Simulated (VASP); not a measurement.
# InSe (C2/m) in VASP: notebook

Runs on InSe. Level: PBE. Tasks: single point.

All numbers are computed with VASP 6.6.1; they aren't measurements. Logs are shortened: lines on timing, memory, paths and dates and some standing lists are left out, and cuts for length are marked.

### 1 The cell of the first run

It takes space group C2/m (No. 12, monoclinic). The conventional cell has a = 11.487 Å, b = 4.125 Å, c = 5.708 Å, α = 90.00°, β = 108.24°, γ = 90.00°. In (site symmetry m) has 3 Se at 2.69 to 2.76 Å and 1 In at 2.86 Å within 3.5 Å. Se (site symmetry m) has 3 In at 2.69 to 2.76 Å within 3.5 Å.

### 2 Single point, PBE (atoms displaced along a vibrational mode)

INCAR reads:

```
PREC = Accurate
ENCUT = 520
EDIFF = 1E-7
ISMEAR = 0
SIGMA = 0.05
LREAL = F
LASPH = T
NELM = 100
ALGO = Normal
ISIF = 2
LWAVE = F
LCHARG = F
GGA = PE
NBANDS = 27
```

KPOINTS reads:

```
regular mesh
0
Gamma
  8 8 6
```

POSCAR reads:

```
InSe
1.0
    5.7418854575     -2.0623790766     -0.1306417848
    5.7418854575      2.0623790766     -0.1306417848
   -1.6623467844      0.0000000000      5.4603689881
In Se
2 2
Direct
    0.8917646502      0.8917646502      0.0731573398
    0.1082353498      0.1082353498      0.9268426602
    0.6729366965      0.6729366965      0.6919091170
    0.3270633035      0.3270633035      0.3080908830
```

Potentials or basis: VASP PAW PBE potentials, release 64 (In_d, Se).

On the command line:

```console
> cat potpaw_PBE.64/In_d/POTCAR potpaw_PBE.64/Se/POTCAR > POTCAR
> mpirun -np 1 vasp_std > vasp.out
```

OUTCAR:

```text
PREC = Accurate
   ENCUT = 520
   EDIFF = 1E-7
   ISMEAR = 0
   LREAL = F
   LASPH = T
   NELM = 100
   ISIF = 2
   GGA = PE

 ion  position               nearest neighbor table
   1  0.892  0.892  0.073-   4 2.69   4 2.69   3 2.76   2 2.86   2 3.72   2 3.72
   2  0.108  0.108  0.927-   3 2.69   3 2.69   4 2.76   1 2.86   1 3.72   1 3.72
   3  0.673  0.673  0.692-   2 2.69   2 2.69   1 2.76
   4  0.327  0.327  0.308-   1 2.69   1 2.69   2 2.76

  LATTYP: Found a base centered monoclinic cell.
 ALAT       =    11.4867429471
 B/A-ratio  =     0.3590885747
 C/A-ratio  =     0.4969036053
 COS(beta)  =    -0.3129261517

  Lattice vectors:

 A1 = (   5.7418854575,  -2.0623790766,  -0.1306417848)
 A2 = (   5.7418854575,   2.0623790766,  -0.1306417848)
 A3 = (  -1.6623467844,   0.0000000000,   5.4603689881)

Analysis of symmetry for initial positions (statically):
=====================================================================
 Subroutine PRICEL returns:
 Original cell was already a primitive cell.

 Routine SETGRP: Setting up the symmetry group for a
 base centered monoclinic supercell.

 Subroutine GETGRP returns: Found  4 space group operations
 (whereof  4 operations were pure point group operations)
 out of a pool of  4 trial point group operations.

The static configuration has the point symmetry C_2h.

Analysis of symmetry for dynamics (positions and initial velocities):
=====================================================================
 Subroutine PRICEL returns:
 Original cell was already a primitive cell.

 Routine SETGRP: Setting up the symmetry group for a
 base centered monoclinic supercell.

 Subroutine GETGRP returns: Found  4 space group operations
 (whereof  4 operations were pure point group operations)
 out of a pool of  4 trial point group operations.

The dynamic configuration has the point symmetry C_2h.

 Subroutine INISYM returns: Found  4 space group operations
 (whereof  4 operations are pure point group operations),
 and found     1 'primitive' translations

----------------------------------------------------------------------------------------

                                     Primitive cell
[... 90 lines left out ...]
   LNONCOLLINEAR =      F non collinear calculations
   LSORBIT =      F    spin-orbit coupling
   LASPH  =      T    aspherical Exc in radial PAW
   ENCUT  =  520.0 eV  38.22 Ry    6.18 a.u.  11.35 11.35 10.61*2*pi/ulx,y,z
   NELM   =    100;   NELMIN=  2; NELMDL= -5     # of ELM steps
   EDIFF  = 0.1E-06   stopping-criterion for ELM
   LREAL  =      F    real-space projection
   EDIFFG = 0.1E-05   stopping-criterion for IOM
   NSW    =      0    number of steps for IOM
   IBRION =     -1    ionic relax: 0-MD 1-quasi-New 2-CG
   NFREE  =      0    steps in history (QN), initial steepest desc. (CG)
   ISIF   =      2    stress and relaxation
   ISYM   =      2    0-nonsym 1-usesym 2-fastsym
   POTIM  = 0.5000    time-step for ionic-motion
   TEBEG  =    0.0;   TEEND  =   0.0 temperature during run
   PSTRESS=    0.0 pullay stress
   NELECT =      38.0000    total number of electrons
   NUPDOWN=      -1.0000    fix difference up-down
   EMIN   =  10.00;   EMAX   =-10.00  energy-range for DOS
   EFERMI =   0.00;   METHOD = LEGACY
   ISMEAR =     0;   SIGMA  =   0.05  broadening in eV -4-tet -1-fermi 0-gaus
   EFERMI_NEDOS =   21; number of points for ismear=-14 and -15
   IALGO  =     38    algorithm
   IMIX   =      4    mixing-type and parameters
     AMIX     =   0.40;   BMIX     =  1.00
     AMIX_MAG =   1.60;   BMIX_MAG =  1.00
  volume/ion in A,a.u.               =      32.11       216.67
  Fermi-wavevector in a.u.,A,eV,Ry     =   1.090897  2.061497 16.191712  1.190057
  Thomas-Fermi vector in A             =   2.227131
   LORBIT       =      0    0 simple, 1 ext, 2 COOP (PROOUT), +10 PAW based schemes
   GGA     = PE    functional components
   LHFCALC =     F    Hartree Fock is set to
   AEXX    =    0.0000 exact exchange contribution
   IVDW    =     0    specifies the selected vdW correction
   LEPSILON=     F    determine dielectric tensor
   LRPA    =     F    only Hartree local field effects (RPA)
 non-spin polarized calculation
 Gauss-broadening in eV      SIGMA  =   0.05
  energy-cutoff  :      520.00
  volume of cell :      128.43
 maximum number of plane-waves:      3490
 NGX is ok and might be reduce to    48
   NGX = 23   NGY = 23   NGZ = 21

 number of electron      37.9999997 magnetization

 Free energy of the ion-electron system (eV)
  ---------------------------------------------------
  ext. energy  EPLUGINS =         0.00000000
  ---------------------------------------------------
  free energy    TOTEN  =       -14.05882871 eV

  energy without entropy =      -14.05882871  energy(sigma->0) =      -14.05882871

 E-fermi :   3.3556     XC(G=0):  -8.4588

 val. band max:        3.0825726875   @ k =   0.5000   0.5000   0.0000
 cond. band min:       4.0518940688   @ k =  -0.3750  -0.3750   0.1667
 fundamental gap:      0.9693213813
 Fermi energy:         3.3556473663

 k-point     1 :       0.0000    0.0000    0.0000
  band No.  band energies     occupation
      1     -11.4809      2.00000
      2     -11.3776      2.00000
      3     -11.2493      2.00000
      4     -11.2173      2.00000
      5     -11.1789      2.00000
      6     -11.1724      2.00000
[... 709 lines left out ...]
     26       9.9865      0.00000
     27      10.7290      0.00000

 [... further k-points ...]

------------------------ aborting loop because EDIFF is reached ----------------------------------------

  FORCE on cell =-STRESS in cart. coord.  units (eV):
  Direction    XX          YY          ZZ          XY          YZ          ZX
  --------------------------------------------------------------------------------------
  -------------------------------------------------------------------------------------
  Total       -0.6162775     -0.2510767     -0.1606572      0.0000000      0.0000000      0.1754114
  in kB       -7.6883047     -3.1322813     -2.0042614      0.0000000      0.0000000      2.1883258
  external PRESSURE =      -4.2749491 kB  Pullay stress =       0.0000000 kB

 VOLUME and BASIS-vectors are now :
 -----------------------------------------------------------------------------
  energy-cutoff  :      520.00
  volume of cell :      128.43
      direct lattice vectors                 reciprocal lattice vectors
     5.741885457 -2.062379077 -0.130641785     0.087686792 -0.242438456  0.026695239
     5.741885457  2.062379077 -0.130641785     0.087686792  0.242438456  0.026695239
    -1.662346784  0.000000000  5.460368988     0.004195892  0.000000000  0.184415198

 POSITION                                       TOTAL-FORCE (eV/Angst)
 -----------------------------------------------------------------------------------
     10.11921      0.00000      0.16646         0.002030      0.000000     -0.180876
     -0.29778      0.00000      5.03262        -0.002030      0.000000      0.180876
      6.57766      0.00000      3.60225        -0.098350      0.000000      0.021430
      3.24377      0.00000      1.59683         0.098350      0.000000     -0.021430
 -----------------------------------------------------------------------------------
    total drift:                                0.000000      0.000000     -0.000000

  FREE ENERGIE OF THE ION-ELECTRON SYSTEM (eV)
  ---------------------------------------------------
  free  energy   TOTEN  =       -14.0588287092 eV

  energy  without entropy=      -14.0588287092  energy(sigma->0) =      -14.05882871
```

stdout:

```text
POSCAR found type information on POSCAR InSe
 POSCAR found :  2 types and       4 ions
 scaLAPACK will be used
 LDA part: xc-table for (Slater+PW92), standard interpolation
 POSCAR, INCAR and KPOINTS ok, starting setup
 FFT: planning ... GRIDC
 FFT: planning ... GRID_SOFT
 FFT: planning ... GRID
 WAVECAR not read
 entering main loop
```

Wall time 6.2 min (1 thread of Intel Xeon Platinum 8488C (Sapphire Rapids), shared host); peak memory 0.52 GiB.

Results:

```yaml
Free_energy: -14.0588 eV
Pressure: -0.4 GPa
Largest_force: 0.181 eV/Å
Band_gap_on_the_k_mesh: 0.97 eV (least direct gap 1.12 eV)
```

Forces on the atoms (eV/Å):
```
In   0.002  0.000 -0.181
In  -0.002  0.000  0.181
Se  -0.098  0.000  0.021
Se   0.098  0.000 -0.021
```

Stress tensor (GPa, compression positive):
```
-0.77  0.00  0.22
 0.00 -0.31  0.00
 0.22  0.00 -0.20
```

Levels at points of the mesh, in eV from the valence-band top:
| k point | band 17 | band 18 | band 19 | band 20 | band 21 | band 22 |
| --- | --- | --- | --- | --- | --- | --- |
| (0.00, 0.00, 0.00) | -1.94 | -1.15 | -1.13 | 2.04 | 2.79 | 3.06 |
| (0.50, 0.00, 0.00) | -2.09 | -2.04 | -1.12 | 1.36 | 2.40 | 3.68 |
| (0.50, 0.50, 0.00) | -1.27 | -0.88 | 0.00 | 1.36 | 2.40 | 3.63 |
| (0.00, 0.00, 0.50) | -1.47 | -1.22 | -0.88 | 1.01 | 1.69 | 3.43 |
| (0.50, 0.00, 0.50) | -1.92 | -1.91 | -1.24 | 2.16 | 2.86 | 3.37 |
| (0.50, 0.50, 0.50) | -1.33 | -1.18 | -0.34 | 1.80 | 2.62 | 3.94 |

Caveat: the cell differs from its parent crystal (atoms displaced along a vibrational mode); spin-orbit coupling is left out, which moves the levels of the heavy elements.

### 3 Single point, PBE (atoms displaced along a vibrational mode)

INCAR reads:

```
SYSTEM = InSe
PREC = Accurate ; ENCUT = 520
EDIFF = 1E-6 ; ISMEAR = 0
SIGMA = 0.05 ; LREAL = .False.
LASPH = .True. ; NELM = 100
ALGO = Normal ; ISIF = 2
LWAVE = .False. ; LCHARG = .False.
GGA = PE ; NBANDS = 27
```

KPOINTS reads:

```
Automatic mesh
0
Gamma
  8 8 6
  0 0 0
```

POSCAR reads:

```
InSe
1.0
    5.7418854575     -2.0623790766     -0.1306417848
    5.7418854575      2.0623790766     -0.1306417848
   -1.6623467844      0.0000000000      5.4603689881
In Se
2 2
Direct
    0.8821054137      0.8821054137      0.0235225039
    0.1178945863      0.1178945863      0.9764774961
    0.6564181140      0.6564181140      0.7001519050
    0.3435818860      0.3435818860      0.2998480950
```

Potentials or basis: VASP PAW PBE potentials, release 64 (In_d, Se).

On the command line:

```console
> cat potpaw_PBE.64/In_d/POTCAR potpaw_PBE.64/Se/POTCAR > POTCAR
> mpirun -np 1 vasp_std > vasp.out
```

Wall time 6 min (1 thread of AMD EPYC 7R13 (Zen 3), shared host); peak memory 0.49 GiB.

It converged, with:

```yaml
Free_energy: -14.0289 eV
Pressure: 0.5 GPa
Largest_force: 0.251 eV/Å
Band_gap_on_the_k_mesh: 1.09 eV (least direct gap 1.22 eV)
```

Forces in eV/Å, atoms in the order of the input:
```
In   0.071  0.000  0.241
In  -0.071  0.000 -0.241
Se   0.124  0.000 -0.017
Se  -0.124  0.000  0.017
```

Stress tensor (GPa, compression positive):
```
 0.89  0.00 -0.21
 0.00  0.45  0.00
-0.21  0.00  0.05
```

Levels at points of the mesh, in eV from the valence-band top:
| k point | band 17 | band 18 | band 19 | band 20 | band 21 | band 22 |
| --- | --- | --- | --- | --- | --- | --- |
| (0.00, 0.00, 0.00) | -1.84 | -1.15 | -1.13 | 2.09 | 2.29 | 3.41 |
| (0.50, 0.00, 0.00) | -2.11 | -1.70 | -1.24 | 1.67 | 2.16 | 3.62 |
| (0.50, 0.50, 0.00) | -1.70 | -0.82 | 0.00 | 1.57 | 2.68 | 3.87 |
| (0.00, 0.00, 0.50) | -1.67 | -1.02 | -0.77 | 1.17 | 1.78 | 3.48 |
| (0.50, 0.00, 0.50) | -2.32 | -1.96 | -1.16 | 2.26 | 3.10 | 4.08 |
| (0.50, 0.50, 0.50) | -1.17 | -0.90 | -0.26 | 1.95 | 2.85 | 3.22 |

Caveat: the cell differs from its parent crystal (atoms displaced along a vibrational mode); spin-orbit coupling is left out, which moves the levels of the heavy elements. A k mesh can miss the band edges.

### 4 Single point, PBE (atoms displaced along a vibrational mode)

INCAR reads:

```
PREC = Accurate
ENCUT = 520
EDIFF = 1E-6
ISMEAR = 0
SIGMA = 0.05
LREAL = False
LASPH = True
NELM = 80
ALGO = Normal
ISIF = 2
LWAVE = False
LCHARG = False
GGA = PE
NBANDS = 27
```

KPOINTS reads:

```
regular mesh
0
Gamma
  8 8 6
```

POSCAR reads:

```
InSe
1.0
    5.7418854575     -2.0623790766     -0.1306417848
    5.7418854575      2.0623790766     -0.1306417848
   -1.6623467844      0.0000000000      5.4603689881
In Se
2 2
Direct
    0.8859691083      0.8859691083      0.0433764382
    0.1140308917      0.1140308917      0.9566235618
    0.6630255470      0.6630255470      0.6968547898
    0.3369744530      0.3369744530      0.3031452102
```

On the command line:

```console
> cat potpaw_PBE.64/In_d/POTCAR potpaw_PBE.64/Se/POTCAR > POTCAR
> mpirun -np 1 vasp_std > vasp.out
```

Run time: 5.9 min. Hardware: 1 thread of AMD EPYC 7R13 (Zen 3), shared host; peak memory 0.49 GiB.

The run converged. Its results:

```
Free energy            : -14.0793 eV
Pressure               : 0.2 GPa
Largest force          : 0.086 eV/Å
Band gap on the k mesh : 1.10 eV (least direct gap 1.24 eV)
```

Forces in eV/Å, atoms in the order of the input:
```
In   0.027  0.000  0.081
In  -0.027  0.000 -0.081
Se   0.045  0.000 -0.019
Se  -0.045  0.000  0.019
```

Stress tensor (GPa, compression positive):
```
 0.38  0.00 -0.08
 0.00  0.19  0.00
-0.08  0.00  0.11
```

Levels at points of the mesh, in eV from the valence-band top:
```csv
k point,band 16,band 17,band 18,band 19,band 20,band 21,band 22,band 23
"(0.00, 0.00, 0.00)",-1.98,-1.89,-1.16,-1.14,2.18,2.40,3.29,4.53
"(0.50, 0.00, 0.00)",-2.39,-2.10,-1.83,-1.20,1.57,2.28,3.72,3.77
"(0.50, 0.50, 0.00)",-2.18,-1.51,-0.85,0.00,1.52,2.56,3.80,3.84
"(0.00, 0.00, 0.50)",-1.83,-1.56,-1.10,-0.81,1.10,1.77,3.45,4.06
"(0.50, 0.00, 0.50)",-2.78,-2.15,-1.96,-1.20,2.32,3.00,3.76,4.40
"(0.50, 0.50, 0.50)",-1.85,-1.23,-1.01,-0.30,1.91,2.75,3.52,4.86
```

Caveat: the cell differs from its parent crystal (atoms displaced along a vibrational mode); spin-orbit coupling is left out, which moves the levels of the heavy elements. A k mesh can miss the band edges.

### 5 Summary

```csv
cell,gap on the mesh (eV),pressure (GPa),largest force (eV/Å)
"as given, atomic positions A",0.97,-0.4,0.18
"as given, atomic positions B",1.09,0.5,0.25
"as given, atomic positions C",1.10,0.2,0.09
```

Alike in all rows: task single point; level PBE; potentials or basis VASP PAW PBE potentials, release 64 (In_d, Se); no spin polarisation; k mesh 8 × 8 × 6; cutoff (eV) 520; smearing gaussian 0.05 eV.

Caveats: spin-orbit coupling is left out, which moves the levels of the heavy elements.

Absolute energies hang on the potentials; compare differences alone.
